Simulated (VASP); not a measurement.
Write the native input for VASP 6.6.1 that does the following.

```
Task                   : single point
Functional             : PBE
Potentials or basis    : VASP PAW PBE potentials, release 64 (Be, B)
Cutoff                 : 520 eV
k mesh                 : 6 × 6 × 6
Occupations            : gaussian, width 0.1 eV
Spin                   : no spin polarisation
Dipole correction      : no
Further INCAR settings : ALGO = Normal; EDIFF = 1e-06; NBANDS = 18
```

The structure of Be7B lies in POSCAR:

```
Be7B
1.0
   -2.4638978000      2.4638978000      2.4638978000
    2.4638978000     -2.4638978000      2.4638978000
    2.4638978000      2.4638978000     -2.4638978000
Be B
7 1
Direct
    0.0000000000      0.5000000000      0.5000000000
    0.5000000000      0.5000000000      0.0000000000
    0.5000000000      0.0000000000      0.5000000000
    0.0000000000      0.0000000000      0.5000000000
    0.0000000000      0.5000000000      0.0000000000
    0.5000000000      0.0000000000      0.0000000000
    0.5000000000      0.5000000000      0.5000000000
    0.0000000000      0.0000000000      0.0000000000
```

The input as run:

INCAR

```
SYSTEM = Be7B
PREC = Accurate
ENCUT = 520
EDIFF = 1E-6
ISMEAR = 0
SIGMA = 0.1
LREAL = .FALSE.
LASPH = .TRUE.
NELM = 100
ALGO = Normal
ISIF = 2
LWAVE = .FALSE.
LCHARG = .FALSE.
GGA = PE
NBANDS = 18
```

KPOINTS

```
Automatic mesh
0
G
  6 6 6
  0 0 0
```

Potentials or basis: VASP PAW PBE potentials, release 64 (Be, B).

Launch:

```sh
$ cat potpaw_PBE.64/Be/POTCAR potpaw_PBE.64/B/POTCAR > POTCAR
$ mpirun -np 1 vasp_std > vasp.out
```

It gave:

```
Pressure : 3.0 GPa
```

Wall time 22 s on 1 thread of Intel Xeon 8259CL (shared host), peak memory 0.17 GiB.
